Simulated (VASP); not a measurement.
# LiF (F-43m) in VASP: further runs, part 3 of 3

VASP 6.6.1. The steps go on from the part before.

## 6. Single point, HSE06

Contents of POSCAR:

```
LiF
1.0
    0.0000000000      2.1446105480      2.1446105480
    2.1446105480      0.0000000000      2.1446105480
    2.1446105480      2.1446105480      0.0000000000
Li F
1 1
Direct
    0.0000000000      0.0000000000      0.0000000000
    0.2500000000      0.2500000000      0.2500000000
```

Contents of INCAR.step1:

```
SYSTEM = LiF
PREC = Accurate ; ENCUT = 520
EDIFF = 1E-5 ; ISMEAR = 1
SIGMA = 0.05 ; LREAL = .False.
LASPH = .True. ; NELM = 80
ALGO = Normal ; ISIF = 2
LWAVE = .True. ; NBANDS = 12
GGA = PE
```

Contents of INCAR.step2:

```
SYSTEM = LiF
PREC = Accurate ; ENCUT = 520
EDIFF = 1E-6 ; ISMEAR = 1
SIGMA = 0.05 ; LREAL = .False.
LASPH = .True. ; NELM = 80
ALGO = Normal ; ISIF = 2
LWAVE = .False. ; LCHARG = .True.
GGA = PE ; LHFCALC = .True.
HFSCREEN = 0.2079 ; PRECFOCK = Normal
LELF = .True. ; LVHAR = .True.
NBANDS = 12 ; ISTART = 1
```

Contents of KPOINTS:

```
regular mesh
0
Gamma
  4 4 4
  0 0 0
```

Potentials or basis: VASP PAW PBE potentials, release 64 (Li_sv, F).

Run with:

```sh
$ cat potpaw_PBE.64/Li_sv/POTCAR potpaw_PBE.64/F/POTCAR > POTCAR
$ cp INCAR.step1 INCAR
$ mpirun -np 1 vasp_std > vasp.out
$ cp INCAR.step2 INCAR
$ mpirun -np 1 vasp_std > vasp.out
```

OUTCAR:

```text
SYSTEM = LiF
   PREC = Accurate
   ENCUT = 520
   EDIFF = 1E-6
   ISMEAR = 1
   LREAL = .False.
   LASPH = .True.
   NELM = 80
   ISIF = 2
   GGA = PE
   LHFCALC = .True.
   HFSCREEN = 0.2079
   PRECFOCK = Normal
   ISTART = 1

 ion  position               nearest neighbor table
   1  0.000  0.000  0.000-   2 1.86   2 1.86   2 1.86   2 1.86
   2  0.250  0.250  0.250-   1 1.86   1 1.86   1 1.86   1 1.86

  LATTYP: Found a face centered cubic cell.
 ALAT       =     4.2892210960

  Lattice vectors:

 A1 = (   0.0000000000,   2.1446105480,   2.1446105480)
 A2 = (   2.1446105480,   0.0000000000,   2.1446105480)
 A3 = (   2.1446105480,   2.1446105480,   0.0000000000)

Analysis of symmetry for initial positions (statically):
=====================================================================
 Subroutine PRICEL returns:
 Original cell was already a primitive cell.

 Routine SETGRP: Setting up the symmetry group for a
 face centered cubic supercell.

 Subroutine GETGRP returns: Found 24 space group operations
 (whereof 24 operations were pure point group operations)
 out of a pool of 48 trial point group operations.
[... 166 lines left out ...]
      3      -4.2476      2.00005
      4      -4.2476      1.99995
      5      -4.2476      1.99994
      6       5.8403      0.00000
      7      17.7440      0.00000
      8      17.7440      0.00000
      9      17.7441      0.00000
     10      26.3450      0.00000
     11      26.3450      0.00000
     12      26.3450      0.00000
[... 91 lines left out ...]
 k-point     8 :      -0.2500    0.5000    0.2500
  band No.  band energies     occupation
      1     -46.5513      2.00000
      2     -24.8938      2.00000
      3      -5.7634      2.00000
      4      -5.2411      2.00000
      5      -5.0704      2.00000
      6      10.0988      0.00000
      7      13.7722      0.00000
      8      15.0504      0.00000
      9      18.6928      0.00000
     10      21.3731      0.00000
     11      27.3477      0.00000
     12      28.4803      0.00000

------------------------ aborting loop because EDIFF is reached ----------------------------------------

  FORCE on cell =-STRESS in cart. coord.  units (eV):
  Direction    XX          YY          ZZ          XY          YZ          ZX
  --------------------------------------------------------------------------------------
  -------------------------------------------------------------------------------------
  Total        0.1089362      0.1089362      0.1089362     -0.0000000      0.0000000     -0.0000000
  in kB        8.8472302      8.8472302      8.8472302     -0.0000000      0.0000000     -0.0000000
  external PRESSURE =       8.8472302 kB  Pullay stress =       0.0000000 kB

 VOLUME and BASIS-vectors are now :
 -----------------------------------------------------------------------------
  energy-cutoff  :      520.00
  volume of cell :       19.73
      direct lattice vectors                 reciprocal lattice vectors
     0.000000000  2.144610548  2.144610548    -0.233142563  0.233142563  0.233142563
     2.144610548  0.000000000  2.144610548     0.233142563 -0.233142563  0.233142563
     2.144610548  2.144610548  0.000000000     0.233142563  0.233142563 -0.233142563

 POSITION                                       TOTAL-FORCE (eV/Angst)
 -----------------------------------------------------------------------------------
      0.00000      0.00000      0.00000        -0.000000     -0.000000     -0.000000
      1.07231      1.07231      1.07231         0.000000      0.000000      0.000000
 -----------------------------------------------------------------------------------
    total drift:                                0.000015      0.000013      0.000011

  FREE ENERGIE OF THE ION-ELECTRON SYSTEM (eV)
  ---------------------------------------------------
  free  energy   TOTEN  =       -11.3574384409 eV

  energy  without entropy=      -11.3575744446  energy(sigma->0) =      -11.35748378
```

OSZICAR.step1:

```text
N       E                     dE             d eps       ncg     rms          rms(c)
DAV:   1     0.330173365218E+02    0.33017E+02   -0.57202E+03   192   0.873E+02
DAV:   2    -0.883901278309E+01   -0.41856E+02   -0.40836E+02   240   0.181E+02
DAV:   3    -0.103160300711E+02   -0.14770E+01   -0.14739E+01   256   0.302E+01
DAV:   4    -0.103285822988E+02   -0.12552E-01   -0.12533E-01   228   0.311E+00
DAV:   5    -0.103287164754E+02   -0.13418E-03   -0.13418E-03   236   0.251E-01    0.522E+00
DAV:   6    -0.958681366849E+01    0.74190E+00   -0.35084E+00   204   0.115E+01    0.163E+00
DAV:   7    -0.959764885498E+01   -0.10835E-01   -0.21470E-02   216   0.135E+00    0.101E+00
DAV:   8    -0.961672664620E+01   -0.19078E-01   -0.26071E-02   228   0.155E+00    0.171E-01
DAV:   9    -0.961689990896E+01   -0.17326E-03   -0.12186E-03   240   0.287E-01    0.632E-02
DAV:  10    -0.961714200864E+01   -0.24210E-03   -0.54604E-04   208   0.150E-01    0.159E-02
DAV:  11    -0.961714190984E+01    0.98796E-07   -0.52776E-06   232   0.210E-02
   1 F= -.96171419E+01 E0= -.96171873E+01  d E =0.136172E-03
```

Run time: 52 s. Hardware: 1 thread of Intel Xeon Platinum 8559C (Emerald Rapids), shared host; peak memory 0.23 GiB.

What came out:

* Free energy: -11.3574 eV
* Band gap on the k mesh: 10.09 eV

Levels at points of the mesh, in eV from the valence-band top:
```csv
k point,band 3,band 4,band 5,band 6,band 7,band 8
"(0.00, 0.00, 0.00)",0.00,0.00,0.00,10.09,21.99,21.99
"(0.50, 0.00, 0.00)",-2.06,-0.27,-0.27,14.29,17.35,21.59
"(0.50, 0.50, 0.00)",-1.48,-0.84,-0.84,12.79,18.37,22.16
```

Caveat: the k points lie up to 0.63 Å⁻¹ apart; the cutoff is under 1.25 times the usual one of these potentials, so pressure, stress and relaxed cells hold a basis-set (Pulay) error; the structure was generated, so it needn't be the stable form of LiF; the PAW data sets were made with another functional, which shifts forces and pressure a little.

## 7. Single point, HSE06

POSCAR is that of step 6.

Contents of INCAR.step1:

```
PREC = Accurate ; ENCUT = 520
EDIFF = 1E-5 ; ISMEAR = 1
SIGMA = 0.2 ; LREAL = False
LASPH = True ; NELM = 100
ALGO = Normal ; ISIF = 2
LWAVE = True ; LCHARG = False
GGA = PE ; NBANDS = 12
```

Contents of INCAR.step2:

```
PREC = Accurate ; ENCUT = 520
EDIFF = 1E-7 ; ISMEAR = 1
SIGMA = 0.2 ; LREAL = False
LASPH = True ; NELM = 100
ALGO = Normal ; ISIF = 2
LWAVE = False ; LCHARG = False
GGA = PE ; LHFCALC = True
HFSCREEN = 0.2079 ; PRECFOCK = Normal
ISTART = 1 ; NBANDS = 12
```

Contents of KPOINTS:

```
Automatic mesh
0
Gamma
  4 4 4
```

Potentials or basis: VASP PAW PBE potentials, release 64 (Li_sv, F).

Run with:

```sh
$ cat potpaw_PBE.64/Li_sv/POTCAR potpaw_PBE.64/F/POTCAR > POTCAR
$ cp INCAR.step1 INCAR
$ mpirun -np 1 vasp_std > vasp.out
$ cp INCAR.step2 INCAR
$ mpirun -np 1 vasp_std > vasp.out
```

OUTCAR:

```text
PREC = Accurate
   ENCUT = 520
   EDIFF = 1E-7
   ISMEAR = 1
   LREAL = False
   LASPH = True
   NELM = 100
   ISIF = 2
   GGA = PE
   LHFCALC = True
   HFSCREEN = 0.2079
   PRECFOCK = Normal
   ISTART = 1

 ion  position               nearest neighbor table
   1  0.000  0.000  0.000-   2 1.86   2 1.86   2 1.86   2 1.86
   2  0.250  0.250  0.250-   1 1.86   1 1.86   1 1.86   1 1.86

  LATTYP: Found a face centered cubic cell.
 ALAT       =     4.2892210960

  Lattice vectors:

 A1 = (   0.0000000000,   2.1446105480,   2.1446105480)
 A2 = (   2.1446105480,   0.0000000000,   2.1446105480)
 A3 = (   2.1446105480,   2.1446105480,   0.0000000000)

Analysis of symmetry for initial positions (statically):
=====================================================================
 Subroutine PRICEL returns:
 Original cell was already a primitive cell.

 Routine SETGRP: Setting up the symmetry group for a
 face centered cubic supercell.

 Subroutine GETGRP returns: Found 24 space group operations
 (whereof 24 operations were pure point group operations)
 out of a pool of 48 trial point group operations.

The static configuration has the point symmetry T_d .

Analysis of symmetry for dynamics (positions and initial velocities):
=====================================================================
 Subroutine PRICEL returns:
 Original cell was already a primitive cell.

 Routine SETGRP: Setting up the symmetry group for a
 face centered cubic supercell.

 Subroutine GETGRP returns: Found 24 space group operations
 (whereof 24 operations were pure point group operations)
 out of a pool of 48 trial point group operations.

The dynamic configuration has the point symmetry T_d .

 Subroutine INISYM returns: Found 24 space group operations
 (whereof 24 operations are pure point group operations),
 and found     1 'primitive' translations

[... 113 lines left out ...]
   IVDW    =     0    specifies the selected vdW correction
   LEPSILON=     F    determine dielectric tensor
   LRPA    =     F    only Hartree local field effects (RPA)
 non-spin polarized calculation
 Methfessel and Paxton  Order N= 1 SIGMA  =   0.20
  energy-cutoff  :      520.00
  volume of cell :       19.73
 maximum number of plane-waves:       544
 NGX is ok and might be reduce to    24
  NGX = 18; NGY = 18; NGZ = 18

 number of electron       9.9999987 magnetization

 Free energy of the ion-electron system (eV)
  ---------------------------------------------------
  ext. energy  EPLUGINS =         0.00000000
  ---------------------------------------------------
  free energy    TOTEN  =       -11.35513530 eV

  energy without entropy =      -11.36247695  energy(sigma->0) =      -11.35758252

 E-fermi :  -4.1518     XC(G=0):  -7.2874

 val. band max:       -4.2109597476   @ k =   0.0000   0.0000   0.0000
 cond. band min:       5.8429233688   @ k =   0.0000   0.0000   0.0000
 fundamental gap:     10.0538831163
 Fermi energy:        -4.1517693804

 k-point     1 :       0.0000    0.0000    0.0000
  band No.  band energies     occupation
      1     -46.6039      2.00000
      2     -25.1485      2.00000
      3      -4.2110      1.47748
      4      -4.2110      1.47742
      5      -4.2110      1.47742
      6       5.8429      0.00000
      7      17.7445      0.00000
      8      17.7445      0.00000
      9      17.7446      0.00000
     10      26.3473      0.00000
     11      26.3473      0.00000
     12      26.3473      0.00000
[... 91 lines left out ...]
 k-point     8 :      -0.2500    0.5000    0.2500
  band No.  band energies     occupation
      1     -46.5500      2.00000
      2     -24.8934      2.00000
      3      -5.7645      2.00000
      4      -5.2425      2.00000
      5      -5.0715      2.00000
      6      10.1023      0.00000
      7      13.7737      0.00000
      8      15.0513      0.00000
      9      18.6936      0.00000
     10      21.3740      0.00000
     11      27.3486      0.00000
     12      28.4826      0.00000

------------------------ aborting loop because EDIFF is reached ----------------------------------------

  FORCE on cell =-STRESS in cart. coord.  units (eV):
  Direction    XX          YY          ZZ          XY          YZ          ZX
  --------------------------------------------------------------------------------------
  -------------------------------------------------------------------------------------
  Total        0.1047854      0.1047854      0.1047854      0.0000000      0.0000000      0.0000000
  in kB        8.5101290      8.5101290      8.5101290      0.0000000      0.0000000      0.0000000
  external PRESSURE =       8.5101290 kB  Pullay stress =       0.0000000 kB

 VOLUME and BASIS-vectors are now :
 -----------------------------------------------------------------------------
  energy-cutoff  :      520.00
  volume of cell :       19.73
      direct lattice vectors                 reciprocal lattice vectors
     0.000000000  2.144610548  2.144610548    -0.233142563  0.233142563  0.233142563
     2.144610548  0.000000000  2.144610548     0.233142563 -0.233142563  0.233142563
     2.144610548  2.144610548  0.000000000     0.233142563  0.233142563 -0.233142563

 POSITION                                       TOTAL-FORCE (eV/Angst)
 -----------------------------------------------------------------------------------
      0.00000      0.00000      0.00000         0.000000      0.000000      0.000000
      1.07231      1.07231      1.07231        -0.000000     -0.000000     -0.000000
 -----------------------------------------------------------------------------------
    total drift:                                0.000004      0.000004      0.000003

  FREE ENERGIE OF THE ION-ELECTRON SYSTEM (eV)
  ---------------------------------------------------
  free  energy   TOTEN  =       -11.3551353033 eV

  energy  without entropy=      -11.3624769526  energy(sigma->0) =      -11.35758252
```

OUTCAR.step1:

```text
PREC = Accurate
   ENCUT = 520
   EDIFF = 1E-5
   ISMEAR = 1
   LREAL = False
[... 326 lines left out ...]
      0.00000      0.00000      0.00000        -0.000000     -0.000000      0.000000
      1.07231      1.07231      1.07231         0.000000      0.000000     -0.000000
 -----------------------------------------------------------------------------------
    total drift:                               -0.000001     -0.000001     -0.000001

  FREE ENERGIE OF THE ION-ELECTRON SYSTEM (eV)
  ---------------------------------------------------
  free  energy   TOTEN  =        -9.6140986092 eV

  energy  without entropy=       -9.6226750056  energy(sigma->0) =       -9.61695741
```

OSZICAR.step1:

```text
N       E                     dE             d eps       ncg     rms          rms(c)
DAV:   1     0.330174724101E+02    0.33017E+02   -0.57202E+03   192   0.873E+02
DAV:   2    -0.883629614834E+01   -0.41854E+02   -0.40836E+02   240   0.181E+02
DAV:   3    -0.103116878406E+02   -0.14754E+01   -0.14719E+01   256   0.302E+01
DAV:   4    -0.103240820821E+02   -0.12394E-01   -0.12372E-01   228   0.310E+00
DAV:   5    -0.103242160006E+02   -0.13392E-03   -0.13392E-03   236   0.250E-01    0.522E+00
DAV:   6    -0.958373349936E+01    0.74048E+00   -0.35000E+00   204   0.115E+01    0.163E+00
DAV:   7    -0.959458650317E+01   -0.10853E-01   -0.21449E-02   216   0.135E+00    0.101E+00
DAV:   8    -0.961368251508E+01   -0.19096E-01   -0.26064E-02   228   0.155E+00    0.171E-01
DAV:   9    -0.961372054204E+01   -0.38027E-04   -0.12171E-03   240   0.287E-01    0.632E-02
DAV:  10    -0.961409871656E+01   -0.37817E-03   -0.54609E-04   208   0.150E-01    0.158E-02
DAV:  11    -0.961409860925E+01    0.10732E-06   -0.52703E-06   232   0.210E-02
   1 F= -.96140986E+01 E0= -.96169574E+01  d E =0.857640E-02
```

It took 59 s on 1 thread of Intel Xeon Platinum 8559C (Emerald Rapids), shared host; peak memory 0.23 GiB.

What came out:

| Quantity | Value |
| --- | --- |
| Free energy | -11.3551 eV |
| Band gap on the k mesh | 10.05 eV |

Caveat: the k points lie up to 0.63 Å⁻¹ apart; the cutoff is under 1.25 times the usual one of these potentials, so pressure, stress and relaxed cells hold a basis-set (Pulay) error; the structure was generated, so it needn't be the stable form of LiF; the PAW data sets were made with another functional, which shifts forces and pressure a little.

## 8. Summary

| level | smearing | share of exact exchange | screening parameter | gap on the mesh (eV) |
| --- | --- | --- | --- | --- |
| PBE-based screened hybrid with 15 % exact exchange | gaussian 0.01 eV | 0.15 | 0.1 1/Å | 9.45 |
| PBE-based screened hybrid with 50 % exact exchange | gaussian 0.01 eV | 0.5 | 0.5 1/Å | 10.75 |
| PBE-based screened hybrid with 35 % exact exchange | gaussian 0.01 eV | 0.35 | 0.2078 1/Å | 10.97 |
| PBE-based screened hybrid with 30 % exact exchange | gaussian 0.01 eV | 0.3 | 0.5 1/Å | 9.61 |
| HSE06 | methfessel-paxton 0.05 eV | 0.25 | 0.2079 1/Å | 10.09 |
| HSE06 | methfessel-paxton 0.2 eV | 0.25 | 0.2079 1/Å | 10.05 |

Alike in all rows: task single point; potentials or basis VASP PAW PBE potentials, release 64 (Li_sv, F); no spin polarisation; cell as given; k mesh 4 × 4 × 4; cutoff (eV) 520.

Caveats: all runs use coarse meshes; the cutoff is under 1.25 times the usual one of these potentials, so pressure, stress and relaxed cells hold a basis-set (Pulay) error; the structure was generated, so it needn't be the stable form of LiF; the PAW data sets were made with another functional, which shifts forces and pressure a little.

Total energies depend on the potentials used, so only differences within one code and one set of settings carry meaning.
